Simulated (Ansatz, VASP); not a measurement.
**One calculation of KF, two programs**

INCAR

```
SYSTEM = KF
PREC = Accurate
ENCUT = 520
EDIFF = 1E-7
ISMEAR = 0
SIGMA = 0.05
LREAL = .FALSE.
LASPH = .TRUE.
NELM = 80
ALGO = Normal
ISIF = 2
LWAVE = .FALSE.
LCHARG = .FALSE.
GGA = PE
NBANDS = 15
```

Contents of KPOINTS:

```
Automatic mesh
0
G
  8 8 8
  0 0 0
```

File POSCAR:

```
KF
1.0
    0.0000000000      2.7105354767      2.5072453159
    2.7105354767      0.0000000000      2.5072453159
    2.7105354767      2.7105354767      0.0000000000
K F
1 1
Direct
    0.0000000000      0.0000000000      0.0000000000
    0.5000000000      0.5000000000      0.5000000000
```

Input for Ansatz:

```yaml
crystal:
  lattice:
    - [0.0, 2.7105354767, 2.5072453159]
    - [2.7105354767, 0.0, 2.5072453159]
    - [2.7105354767, 2.7105354767, 0.0]
  atoms:
    - { symbol: K, position: [0.0, 0.0, 0.0] }
    - { symbol: F, position: [0.5, 0.5, 0.5] }
basis:
  ecutwfc: 520.0
kpoints:
  mp_grid: { grid: [8, 8, 8] }
hamiltonian:
  xc: pbe
scf:
  occupations: { method: gaussian, width: 0.05 }
output:
  forces: true
  stress: true
  eigenvalues: true
  write_density: true
  write_potential: true
  elf: true
  volumetric_format: npy
```

Change from the starting cell: normal strain along x +0.0000, normal strain along z -0.0750.

Alike in both runs: task single point; functional PBE; k mesh 8 × 8 × 8; occupations gaussian, width 0.05 eV; no spin polarisation.

```csv
,VASP,Ansatz
version,VASP 6.6.1,Ansatz 0.2.0
potentials or method,"VASP PAW PBE potentials, release 64 (K_sv, F), cutoff 520 eV","scalar-relativistic, plane waves, PAW"
valence electrons in the cell,16,16
```

Ansatz gave:

| Property | Result |
| --- | --- |
| gap on the k mesh at the Fermi level (eV) | 6.22 |
| least direct gap on the mesh (eV) | 6.22 |
| pressure (GPa) | 3.4 |
| traceless stress, the component that is largest in VASP (GPa) | 4.20 |

Problem. Estimate VASP's values.

Solution. gap on the k mesh at the Fermi level (eV): 6.20; least direct gap on the mesh (eV): 6.20; pressure (GPa): 3.4; traceless stress, the component that is largest in VASP (GPa): 4.36.
